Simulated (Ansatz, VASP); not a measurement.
# Ti3Al: VASP beside Ansatz

File INCAR:

```
  PREC = Accurate
  ENCUT = 520
  EDIFF = 1E-6
  ISMEAR = 0
  SIGMA = 0.15
  LREAL = False
  LASPH = True
  NELM = 60
  ALGO = Fast
  ISIF = 2
  LWAVE = False
  LCHARG = False
  GGA = PS
  NBANDS = 28
```

File KPOINTS:

```
Automatic mesh
0
Gamma
  15 15 6
```

File POSCAR:

```
Ti3Al
1.0
    2.8221296140      0.0000000000      0.0000000000
   -1.4110648070      2.4440359385      0.0000000000
    0.0000000000      0.0000000000      9.6195110023
Ti Al
3 1
Direct
    0.6666666667      0.3333333333      0.0000000000
    0.3333333333      0.6666666667      0.7675875759
    0.3333333333      0.6666666667      0.2324124241
    0.6666666667      0.3333333333      0.5000000000
```

Input for Ansatz:

```yaml
crystal:
  lattice:
    - [2.822129614, 0.0, 0.0]
    - [-1.411064807, 2.4440359385, 0.0]
    - [0.0, 0.0, 9.6195110023]
  atoms:
    - { symbol: Ti, position: [0.6666666667, 0.3333333333, 0.0] }
    - { symbol: Ti, position: [0.3333333333, 0.6666666667, 0.7675875759] }
    - { symbol: Ti, position: [0.3333333333, 0.6666666667, 0.2324124241] }
    - { symbol: Al, position: [0.6666666667, 0.3333333333, 0.5] }
basis:
  ecutwfc: 520.0
kpoints:
  mp_grid: { grid: [15, 15, 6] }
hamiltonian:
  xc: pbesol
  pseudopotentials: { kind: paw, azcp: { folder: soft_1 } }
scf:
  occupations: { method: gaussian, width: 0.15 }
output:
  forces: true
  stress: true
  eigenvalues: true
```

Alike in both runs: task single point; functional PBEsol; k mesh 15 × 15 × 6; occupations gaussian, width 0.15 eV; no spin polarisation.

```csv
,VASP,Ansatz
version,VASP 6.6.1,Ansatz 0.2.0
potentials or method,"VASP PAW PBE potentials, release 64 (Ti_sv, Al), cutoff 520 eV","scalar-relativistic, plane waves, PAW"
valence electrons in the cell,39,39
```

```csv
,VASP,Ansatz,Ansatz less VASP
gap on the k mesh at the Fermi level (eV),none,none,-
pressure (GPa),1.5,1.7,+0.18
"traceless stress, the component that is largest in VASP (GPa)",-8.23,-8.31,-0.078
rms of the force components (eV/Å),0.470,0.477,+0.0066
```

VASP's potentials were made for PBE, not for PBEsol, and Ansatz warns of the same on its side. Atom by atom the forces differ by 0.007 eV/Å (rms over components). A gap of «none» marks a metal or a gap that the smearing closes.
